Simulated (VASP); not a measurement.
# Pt4C in VASP: notebook

Pt4C is run at these levels: PBEsol; tasks: single point.

All numbers are computed with VASP 6.6.1; they aren't measurements. Logs are shortened: lines on timing, memory, paths and dates and some standing lists are left out, and cuts for length are marked.

### 1 The cell of the first run

The cell holds a slab with vacuum, 5 atoms: a = 2.770 Å, b = 3.918 Å, c = 21.097 Å, α = 90.00°, β = 90.00°, γ = 90.00°.

### 2 Single point, PBEsol, collinear spin

Contents of INCAR:

```
ALGO = Normal ; DIPOL = 0.5 0.5 0.325
EDIFF = 1E-6 ; ENCUT = 520
GGA = PS ; GGA_COMPAT = F
IDIPOL = 3 ; ISIF = 2
ISMEAR = 0 ; ISPIN = 2
LASPH = T ; LCHARG = F
LDIPOL = T ; LMAXMIX = 4
LORBIT = 11 ; LREAL = F
LWAVE = F ; MAGMOM = 0 0 0 0 2
NBANDS = 34 ; NELM = 200
NELMDL = -8 ; PREC = Accurate
SIGMA = 0.1
```

Contents of KPOINTS:

```
k-points
0
Gamma
  10 7 1
```

Contents of POSCAR:

```
Pt4C
1.0
    2.7704032196      0.0000000000      0.0000000000
    0.0000000000      3.9179418064      0.0000000000
    0.0000000000      0.0000000000     21.0969749094
Pt C
4 1
Direct
    0.5000000000      0.5000000000      0.1896006426
    0.0000000000      0.0000000000      0.2552594214
    0.5000000000      0.5000000000      0.3256256435
    0.0000000000      0.0000000000      0.3837979115
    0.0000000000      0.0000000000      0.4691182007
```

Potentials or basis: VASP PAW PBE potentials, release 64 (Pt, C).

Command:

```bash
$ cat potpaw_PBE.64/Pt/POTCAR potpaw_PBE.64/C/POTCAR > POTCAR
$ mpirun -np 1 vasp_std > vasp.out
```

OUTCAR:

```text
EDIFF = 1E-6
   ENCUT = 520
   GGA = PS
   ISIF = 2
   ISMEAR = 0
   ISPIN = 2
   LASPH = T
   LORBIT = 11
   LREAL = F
   NELM = 200
   NELMDL = -8
   PREC = Accurate

 ion  position               nearest neighbor table
   1  0.500  0.500  0.190-   2 2.77   2 2.77   2 2.77   2 2.77   3 2.87
   2  0.000  0.000  0.255-   4 2.71   1 2.77   1 2.77   1 2.77   1 2.77   3 2.82   3 2.82   3 2.82
                             3 2.82
   3  0.500  0.500  0.326-   4 2.69   4 2.69   4 2.69   4 2.69   2 2.82   2 2.82   2 2.82   2 2.82
                             1 2.87
   4  0.000  0.000  0.384-   5 1.80   3 2.69   3 2.69   3 2.69   3 2.69   2 2.71
   5  0.000  0.000  0.469-   4 1.80

  LATTYP: Found a simple orthorhombic cell.
 ALAT       =     2.7704032196
 B/A-ratio  =     1.4142135624
 C/A-ratio  =     7.6151279208

  Lattice vectors:

 A1 = (   2.7704032196,   0.0000000000,   0.0000000000)
 A2 = (   0.0000000000,   3.9179418064,   0.0000000000)
 A3 = (   0.0000000000,   0.0000000000,  21.0969749094)

Analysis of symmetry for initial positions (statically):
=====================================================================
 Subroutine PRICEL returns:
 Original cell was already a primitive cell.

 Routine SETGRP: Setting up the symmetry group for a
 simple orthorhombic supercell.

 Subroutine GETGRP returns: Found  4 space group operations
 (whereof  4 operations were pure point group operations)
 out of a pool of  8 trial point group operations.

The static configuration has the point symmetry C_2v.

Analysis of symmetry for dynamics (positions and initial velocities):
=====================================================================
 Subroutine PRICEL returns:
 Original cell was already a primitive cell.

 Routine SETGRP: Setting up the symmetry group for a
 simple orthorhombic supercell.

 Subroutine GETGRP returns: Found  4 space group operations
 (whereof  4 operations were pure point group operations)
 out of a pool of  8 trial point group operations.

The dynamic configuration has the point symmetry C_2v.

Analysis of structural, dynamic, and magnetic symmetry:
=====================================================================
 Subroutine PRICEL returns:
 Original cell was already a primitive cell.

 Routine SETGRP: Setting up the symmetry group for a
 simple orthorhombic supercell.

 Subroutine GETGRP returns: Found  4 space group operations
 (whereof  4 operations were pure point group operations)
 out of a pool of  8 trial point group operations.

The overall configuration has the point symmetry C_2v.

 Subroutine INISYM returns: Found  4 space group operations
 (whereof  4 operations are pure point group operations),
 and found     1 'primitive' translations

----------------------------------------------------------------------------------------

                                     Primitive cell

  volume of cell :     228.9924

  direct lattice vectors                    reciprocal lattice vectors
     2.770403220  0.000000000  0.000000000     0.360958287  0.000000000  0.000000000
     0.000000000  3.917941806  0.000000000     0.000000000  0.255236052  0.000000000
     0.000000000  0.000000000 21.096974909     0.000000000  0.000000000  0.047400161

  length of vectors
     2.770403220  3.917941806 21.096974909     0.360958287  0.255236052  0.047400161

  position of ions in fractional coordinates (direct lattice)
     0.500000000  0.500000000  0.189600643
     0.000000000  0.000000000  0.255259421
     0.500000000  0.500000000  0.325625643
     0.000000000  0.000000000  0.383797911
     0.000000000  0.000000000  0.469118201

  ion indices of the primitive-cell ions
   primitive index   ion index
                 1           1
                 2           2
                 3           3
                 4           4
                 5           5

[... 51 lines left out ...]
  0.500000  0.428571  0.000000      2.000000
   k-points           NKPTS =     24   k-points in BZ     NKDIM =     24   number of bands    NBANDS=     34
   number of dos      NEDOS =    301   number of ions     NIONS =      5
   total plane-waves  NPLWV = 115200
   dimension x,y,z NGX =    24 NGY =   30 NGZ =  160
   dimension x,y,z NGXF=    48 NGYF=   60 NGZF=  320
   ions per type =               4   1
   NGX,Y,Z   is equivalent  to a cutoff of  14.40, 12.73, 12.61 a.u.
   NGXF,Y,Z  is equivalent  to a cutoff of  28.80, 25.46, 25.22 a.u.
 SYSTEM =  unknown system
   PREC   = accura    normal or accurate (medium, high low for compatibility)
   ISTART =      0    job   : 0-new  1-cont  2-samecut
   ICHARG =      2    charge: 1-file 2-atom 10-const
   ISPIN  =      2    spin polarized calculation?
   LNONCOLLINEAR =      F non collinear calculations
   LSORBIT =      F    spin-orbit coupling
   LASPH  =      T    aspherical Exc in radial PAW
   ENCUT  =  520.0 eV  38.22 Ry    6.18 a.u.   5.15  7.28 39.23*2*pi/ulx,y,z
   NELM   =    200;   NELMIN=  2; NELMDL= -8     # of ELM steps
   EDIFF  = 0.1E-05   stopping-criterion for ELM
   LREAL  =      F    real-space projection
   EDIFFG = 0.1E-04   stopping-criterion for IOM
   NSW    =      0    number of steps for IOM
   IBRION =     -1    ionic relax: 0-MD 1-quasi-New 2-CG
   NFREE  =      0    steps in history (QN), initial steepest desc. (CG)
   ISIF   =      2    stress and relaxation
   ISYM   =      2    0-nonsym 1-usesym 2-fastsym
   POTIM  = 0.5000    time-step for ionic-motion
   TEBEG  =    0.0;   TEEND  =   0.0 temperature during run
   PSTRESS=    0.0 pullay stress
   NELECT =      44.0000    total number of electrons
   NUPDOWN=      -1.0000    fix difference up-down
   EMIN   =  10.00;   EMAX   =-10.00  energy-range for DOS
   EFERMI =   0.00;   METHOD = LEGACY
   ISMEAR =     0;   SIGMA  =   0.10  broadening in eV -4-tet -1-fermi 0-gaus
   EFERMI_NEDOS =   21; number of points for ismear=-14 and -15
   IALGO  =     38    algorithm
   IMIX   =      4    mixing-type and parameters
     AMIX     =   0.40;   BMIX     =  1.00
     AMIX_MAG =   1.60;   BMIX_MAG =  1.00
  volume/ion in A,a.u.               =      45.80       309.06
  Fermi-wavevector in a.u.,A,eV,Ry     =   0.944681  1.785189 12.142150  0.892423
  Thomas-Fermi vector in A             =   2.072510
   LORBIT       =     11    0 simple, 1 ext, 2 COOP (PROOUT), +10 PAW based schemes
   GGA     = PS    functional components
   LHFCALC =     F    Hartree Fock is set to
   AEXX    =    0.0000 exact exchange contribution
   IVDW    =     0    specifies the selected vdW correction
   LEPSILON=     F    determine dielectric tensor
   LRPA    =     F    only Hartree local field effects (RPA)
 spin polarized calculation
 Gauss-broadening in eV      SIGMA  =   0.10
  energy-cutoff  :      520.00
  volume of cell :      228.99
 maximum number of plane-waves:      6232
 NGX is ok and might be reduce to    24
   NGX = 11   NGY = 15   NGZ = 79

 dipolmoment           0.000000      0.000000     -0.002293 electrons x Angstroem

 number of electron      43.9999999 magnetization       0.0908105

 number of electron      43.9999999 magnetization      -0.0000263

 dipolmoment           0.000000      0.000000      0.033452 electrons x Angstroem

 Free energy of the ion-electron system (eV)
  ---------------------------------------------------
  ext. energy  EPLUGINS =         0.00000000
  ---------------------------------------------------
  free energy    TOTEN  =       -31.52744426 eV

  energy without entropy =      -31.50693027  energy(sigma->0) =      -31.51718726

 E-fermi :  -0.8891     XC(G=0):  -5.0367

 val. band max:       -0.9586219440   @ k =   0.4000   0.1429   0.0000
 cond. band min:      -0.8761392256   @ k =   0.0000   0.2857   0.0000
 fundamental gap:      0.0824827184
 Fermi energy:        -0.8891100203

 spin component 1

 k-point     1 :       0.0000    0.0000    0.0000
  band No.  band energies     occupation
      1     -12.4151      1.00000
      2      -9.7707      1.00000
      3      -7.7212      1.00000
      4      -7.3846      1.00000
      5      -6.9050      1.00000
      6      -6.2713      1.00000
[... 877 lines left out ...]
     33       7.2965      0.00000
     34       8.6974      0.00000
 Fermi energy:        -0.8891100203

 spin component 2

 k-point     1 :       0.0000    0.0000    0.0000
  band No.  band energies     occupation
      1     -12.4151      1.00000
      2      -9.7707      1.00000
      3      -7.7212      1.00000
      4      -7.3846      1.00000
      5      -6.9050      1.00000
      6      -6.2713      1.00000
[... 877 lines left out ...]
     33       7.2964      0.00000
     34       8.6973      0.00000

------------------------ aborting loop because EDIFF is reached ----------------------------------------

 vacuum level on the upper side and lower side of the slab       (xc-potential included)         0.215        -0.248

  FORCE on cell =-STRESS in cart. coord.  units (eV):
  Direction    XX          YY          ZZ          XY          YZ          ZX
  --------------------------------------------------------------------------------------
  -------------------------------------------------------------------------------------
  Total       -5.0849517     -3.5303770     -4.1717412      0.0000000      0.0000000      0.0000000
  in kB      -35.5775686    -24.7007711    -29.1881649      0.0000000      0.0000000      0.0000000
  external PRESSURE =     -29.8221682 kB  Pullay stress =       0.0000000 kB

 VOLUME and BASIS-vectors are now :
 -----------------------------------------------------------------------------
  energy-cutoff  :      520.00
  volume of cell :      228.99
      direct lattice vectors                 reciprocal lattice vectors
     2.770403220  0.000000000  0.000000000     0.360958287  0.000000000  0.000000000
     0.000000000  3.917941806  0.000000000     0.000000000  0.255236052  0.000000000
     0.000000000  0.000000000 21.096974909     0.000000000  0.000000000  0.047400161

 POSITION                                       TOTAL-FORCE (eV/Angst)
 -----------------------------------------------------------------------------------
      1.38520      1.95897      4.00000         0.000000      0.000000      0.905968
      0.00000      0.00000      5.38520         0.000000      0.000000     -1.076295
      1.38520      1.95897      6.86972         0.000000      0.000000     -0.528629
      0.00000      0.00000      8.09697         0.000000      0.000000      2.906815
      0.00000      0.00000      9.89697         0.000000      0.000000     -2.207858
 -----------------------------------------------------------------------------------
    total drift:                                0.000000     -0.000000      0.000064

  FREE ENERGIE OF THE ION-ELECTRON SYSTEM (eV)
  ---------------------------------------------------
  free  energy   TOTEN  =       -31.5274442596 eV

  energy  without entropy=      -31.5069302657  energy(sigma->0) =      -31.51718726

 vacuum level on the upper side and lower side of the slab         5.105         4.626

 total charge

# of ion       s       p       d       tot
------------------------------------------
    1        0.595   0.346   8.066   9.007
    2        0.631   0.556   8.010   9.198
    3        0.631   0.591   8.050   9.272
    4        0.762   0.753   8.046   9.561
    5        1.028   1.102   0.000   2.130
--------------------------------------------------
tot          3.647   3.349  32.172  39.168

 magnetization (x)

# of ion       s       p       d       tot
------------------------------------------
    1       -0.000  -0.000  -0.000  -0.000
    2        0.000  -0.000   0.000  -0.000
    3       -0.000   0.000  -0.000  -0.000
    4        0.000   0.000   0.000   0.000
    5        0.000   0.000   0.000   0.000
--------------------------------------------------
tot         -0.000  -0.000  -0.000  -0.000
```

Wall time 13 min (1 thread of Intel Xeon Platinum 8259CL at 2.50GHz (Skylake/Cascade Lake), shared host); peak memory 0.57 GiB.

What came out:

- Free energy: -31.5274 eV
- Largest force: 2.907 eV/Å
- Band gap on the k mesh: zero (filled and empty bands overlap)
- Net moment: 0.00 μB per cell
- Valence electrons inside the program's atomic spheres: Pt 9.01, 9.20, 9.27, 9.56; C 2.13

Forces in eV/Å, atoms in the order of the input:
```
Pt   0.000  0.000  0.906
Pt   0.000  0.000 -1.076
Pt   0.000  0.000 -0.529
Pt   0.000  0.000  2.907
C    0.000  0.000 -2.208
```

Caveat: the PAW data sets were made with another functional, which shifts forces and pressure a little; spin-orbit coupling is left out, which moves the levels of the heavy elements.

### 3 Single point, PBEsol, collinear spin

Contents of INCAR:

```
PREC     = Accurate       # precision mode
ENCUT    = 520            # plane-wave cutoff, eV
EDIFF    = 1E-6           # SCF threshold, eV
ISMEAR   = 0              # smearing method
SIGMA    = 0.1            # smearing width, eV
LREAL    = False          # projectors in reciprocal space
LASPH    = True           # aspherical terms in the spheres
NELM     = 200            # most SCF steps
ALGO     = Normal         # electronic algorithm
ISIF     = 2              # what is computed and relaxed
LWAVE    = False          # write WAVECAR
LCHARG   = True           # write CHGCAR
ISPIN    = 2              # spin polarisation
MAGMOM   = 0 0 0 0 2      # initial moments
LORBIT   = 11             # projections on sites
LMAXMIX  = 4              # l up to which the mixer works
LDIPOL   = True         
IDIPOL   = 3            
DIPOL    = 0.5 0.5 0.344
GGA      = PS             # functional
LELF     = True           # ELF
LVHAR    = True         
LVACPOTAV= True         
NBANDS   = 34             # bands
GGA_COMPAT= False        
NELMDL   = -8
```

Contents of KPOINTS:

```
Automatic mesh
0
Gamma
  10 7 1
```

Edit POSCAR of step 2 so:

```diff
@@ -12,2 +12,2 @@
     0.0000000000      0.0000000000      0.3837979115
-    0.0000000000      0.0000000000      0.4691182007
+    0.0000000000      0.0000000000      0.5672365332
```

Potentials or basis: VASP PAW PBE potentials, release 64 (Pt, C).

Command:

```bash
$ cat potpaw_PBE.64/Pt/POTCAR potpaw_PBE.64/C/POTCAR > POTCAR
$ mpirun -np 1 vasp_std > vasp.out
```

OUTCAR:

```text
PREC = Accurate
   ENCUT = 520
   EDIFF = 1E-6
   ISMEAR = 0
   LREAL = False
   LASPH = True
   NELM = 200
   ISIF = 2
   ISPIN = 2
   LORBIT = 11
   GGA = PS
   NELMDL = -8

 ion  position               nearest neighbor table
   1  0.500  0.500  0.190-   2 2.77   2 2.77   2 2.77   2 2.77   3 2.87
   2  0.000  0.000  0.255-   4 2.71   1 2.77   1 2.77   1 2.77   1 2.77   3 2.82   3 2.82   3 2.82
                             3 2.82
   3  0.500  0.500  0.326-   4 2.69   4 2.69   4 2.69   4 2.69   2 2.82   2 2.82   2 2.82   2 2.82
                             1 2.87
   4  0.000  0.000  0.384-   3 2.69   3 2.69   3 2.69   3 2.69   2 2.71
   5  0.000  0.000  0.567-

  LATTYP: Found a simple orthorhombic cell.
 ALAT       =     2.7704032196
 B/A-ratio  =     1.4142135624
 C/A-ratio  =     7.6151279208

  Lattice vectors:

 A1 = (   2.7704032196,   0.0000000000,   0.0000000000)
 A2 = (   0.0000000000,   3.9179418064,   0.0000000000)
[... 1992 lines left out ...]
  --------------------------------------------------------------------------------------
  -------------------------------------------------------------------------------------
  Total      -10.7403165     -6.1857633     -2.6620431      0.0000000      0.0000000      0.0000000
  in kB      -75.1461115    -43.2795491    -18.6253530      0.0000000      0.0000000      0.0000000
  external PRESSURE =     -45.6836712 kB  Pullay stress =       0.0000000 kB

 VOLUME and BASIS-vectors are now :
 -----------------------------------------------------------------------------
  energy-cutoff  :      520.00
  volume of cell :      228.99
      direct lattice vectors                 reciprocal lattice vectors
     2.770403220  0.000000000  0.000000000     0.360958287  0.000000000  0.000000000
     0.000000000  3.917941806  0.000000000     0.000000000  0.255236052  0.000000000
     0.000000000  0.000000000 21.096974909     0.000000000  0.000000000  0.047400161

 POSITION                                       TOTAL-FORCE (eV/Angst)
 -----------------------------------------------------------------------------------
      1.38520      1.95897      4.00000         0.000000      0.000000      1.035835
      0.00000      0.00000      5.38520         0.000000      0.000000     -0.938866
      1.38520      1.95897      6.86972         0.000000      0.000000     -0.021565
      0.00000      0.00000      8.09697         0.000000      0.000000      0.167314
      0.00000      0.00000     11.96697         0.000000      0.000000     -0.242718
 -----------------------------------------------------------------------------------
    total drift:                                0.000000     -0.000000      0.000357

  FREE ENERGIE OF THE ION-ELECTRON SYSTEM (eV)
  ---------------------------------------------------
  free  energy   TOTEN  =       -26.8048307102 eV

  energy  without entropy=      -26.7569545775  energy(sigma->0) =      -26.78089264

 vacuum level on the upper side and lower side of the slab         5.019         4.618

 total charge

# of ion       s       p       d       tot
------------------------------------------
    1        0.599   0.345   8.055   8.999
    2        0.621   0.561   7.972   9.154
    3        0.636   0.579   7.984   9.199
    4        0.624   0.406   8.063   9.093
    5        1.042   0.918   0.000   1.960
--------------------------------------------------
tot          3.523   2.808  32.074  38.405

 magnetization (x)

# of ion       s       p       d       tot
------------------------------------------
    1        0.002   0.002  -0.045  -0.041
    2        0.000   0.002  -0.065  -0.063
    3        0.001   0.001  -0.028  -0.026
    4       -0.006  -0.000  -0.090  -0.096
    5        0.036   0.848   0.000   0.884
--------------------------------------------------
tot          0.033   0.852  -0.228   0.657
```

OSZICAR:

```text
N       E                     dE             d eps       ncg     rms          rms(c)
DAV:   1     0.256145950613E+03    0.25615E+03   -0.18213E+04  3264   0.107E+03
DAV:   2    -0.138775641007E+02   -0.27002E+03   -0.24783E+03  4030   0.217E+02
DAV:   3    -0.289010764945E+02   -0.15024E+02   -0.14088E+02  3918   0.487E+01
[... 31 lines left out ...]
DAV:  35    -0.268045283896E+02   -0.68335E-04   -0.36517E-06  3158   0.620E-03    0.906E-03
DAV:  36    -0.268046526656E+02   -0.12428E-03   -0.33077E-06  2920   0.447E-03    0.435E-03
DAV:  37    -0.268047825850E+02   -0.12992E-03   -0.27538E-06  2864   0.483E-03    0.206E-03
DAV:  38    -0.268048276685E+02   -0.45083E-04   -0.74446E-07  2704   0.223E-03    0.206E-03
DAV:  39    -0.268048311418E+02   -0.34733E-05   -0.13976E-07  2560   0.103E-03    0.102E-03
DAV:  40    -0.268048307102E+02    0.43163E-06   -0.70702E-08  2476   0.786E-04
   1 F= -.26804831E+02 E0= -.26780893E+02  d E =-.478761E-01  mag=     1.6199
```

It took 8.7 min on 1 thread of Intel Xeon Platinum 8488C (Sapphire Rapids), shared host; peak memory 0.57 GiB.

What came out:

* Free energy: -26.8048 eV
* Largest force: 1.036 eV/Å
* Net moment: 1.62 μB per cell
* Site moments: Pt -0.04, -0.06, -0.03, -0.10; C +0.88 μB
* Valence electrons inside the program's atomic spheres: Pt 9.00, 9.15, 9.20, 9.09; C 1.96

Forces on the atoms (eV/Å):
```
Pt   0.000  0.000  1.036
Pt   0.000  0.000 -0.939
Pt   0.000  0.000 -0.022
Pt   0.000  0.000  0.167
C    0.000  0.000 -0.243
```

Levels at points of the mesh, in eV from the Fermi level:
Spin up:
| k point | band 19 | band 20 | band 21 | band 22 | band 23 | band 24 | band 25 | band 26 | band 27 | band 28 |
| --- | --- | --- | --- | --- | --- | --- | --- | --- | --- | --- |
| (0.00, 0.00, 0.00) | -0.79 | -0.53 | -0.48 | -0.31 | -0.23 | -0.09 | 0.47 | 0.73 | 2.24 | 3.85 |
| (0.50, 0.00, 0.00) | -0.30 | -0.14 | 0.16 | 0.19 | 0.33 | 0.51 | 2.22 | 2.27 | 2.54 | 2.66 |
Spin down:
```tsv
k point	band 18	band 19	band 20	band 21	band 22	band 23	band 24	band 25
(0.00, 0.00, 0.00)	-0.83	-0.69	-0.56	-0.27	-0.13	0.36	0.43	1.63
(0.50, 0.00, 0.00)	-0.34	-0.17	-0.15	0.12	0.29	2.20	2.23	2.51
```

Caveat: the PAW data sets were made with another functional, which shifts forces and pressure a little; spin-orbit coupling is left out, which moves the levels of the heavy elements.
